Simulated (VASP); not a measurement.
The system is Au.

```xyz
3
Lattice="3.6013 -2.0168 0.0000 3.6013 2.0168 0.0000 -0.1110 0.0000 3.3659" Properties=species:S:1:pos:R:3 pbc="T T T"
Au    4.7941    0.0000    2.2720
Au    2.2976    0.0000    1.0939
Au    0.0000    0.0000    0.0000
```

| Quantity | Value |
| --- | --- |
| Program | VASP 6.6.1 |
| Task | relaxation of cell and atoms |
| Functional | PBE |
| Potentials or basis | VASP PAW PBE potentials, release 64 (Au) |
| Cutoff | 600 eV |
| k mesh | 6 × 6 × 6 |
| Occupations | gaussian, width 0.1 eV |
| Spin | no spin polarisation |

At the start: pressure 33.9 GPa; volume 16.30 Å³/atom.

Question: Where does the relaxation end?

Answer: Over 36 steps the energy falls by 413.4 meV/atom and the volume is 17.98 Å³/atom (+10.3 %); space group Immm (No. 71, to 0.05 Å).

The path:
```
step  energy change (eV)  largest force (eV/Å)  pressure (GPa)  volume (Å³)
   1              0.0000                1.5461           33.92        48.90
   2              0.5281                0.0097          -15.33        77.37
   3             -0.8722                0.2607           -3.34        58.71
   4             -0.8800                0.3036           -1.87        57.98
   5             -0.8810                0.3264           -1.08        57.61
   6             -0.9418                0.2050           -0.88        56.95
   7             -1.0777                0.2750            1.21        54.73
   8             -0.7586                1.9017           19.59        49.34
   9             -1.0925                0.5175            2.45        53.91
  10             -1.1299                0.4052           -0.64        54.73
  11             -1.1352                0.3358           -2.28        55.26
  12             -1.1604                0.2027           -0.78        54.48
  13             -1.1647                0.2204            6.27        51.93
  14             -1.1839                0.0124            1.93        53.33
  15             -1.1843                0.0514            2.75        53.03
  16             -1.1969                0.1341            2.19        53.21
  17             -1.1887                0.2875            1.53        53.59
  18             -1.2036                0.2214            1.73        53.43
  19             -1.2042                0.2109            1.79        53.39
  20             -1.2112                0.1690            0.15        53.96
  21             -1.2121                0.1448           -0.72        54.29
  22             -1.2159                0.1121           -0.61        54.22
  23             -1.2252                0.0039           -0.21        54.02
  24             -1.2259                0.2707            0.95        53.58
  25             -1.2290                0.1366            0.35        53.79
  26             -1.2322                0.1296           -0.26        54.00
  27             -1.2330                0.1208           -0.81        54.21
  28             -1.2356                0.0891           -0.07        53.92
  29             -1.2370                0.0408            1.11        53.48
  30             -1.2378                0.0188            1.14        53.48
  31             -1.2380                0.0111            1.16        53.48
  32             -1.2391                0.0106            0.66        53.66
  33             -1.2397                0.0097           -0.18        53.98
  34             -1.2397                0.0098           -0.06        53.93
  35             -1.2398                0.0095           -0.06        53.93
  36             -1.2401                0.0084           -0.05        53.93
```

Final structure:
```cif
data_structure
_symmetry_space_group_name_H-M 'P 1'
_symmetry_Int_Tables_number 1
_cell_length_a 5.0411
_cell_length_b 5.0411
_cell_length_c 2.9894
_cell_angle_alpha 108.055
_cell_angle_beta 108.055
_cell_angle_gamma 49.035
_cell_volume 53.93
loop_
_atom_site_label
_atom_site_type_symbol
_atom_site_fract_x
_atom_site_fract_y
_atom_site_fract_z
_atom_site_occupancy
Au1 Au 0.66666 0.66666 0.66754 1
Au2 Au 0.33334 0.33334 0.33246 1
Au3 Au 0.00000 0.00000 0.00000 1
```
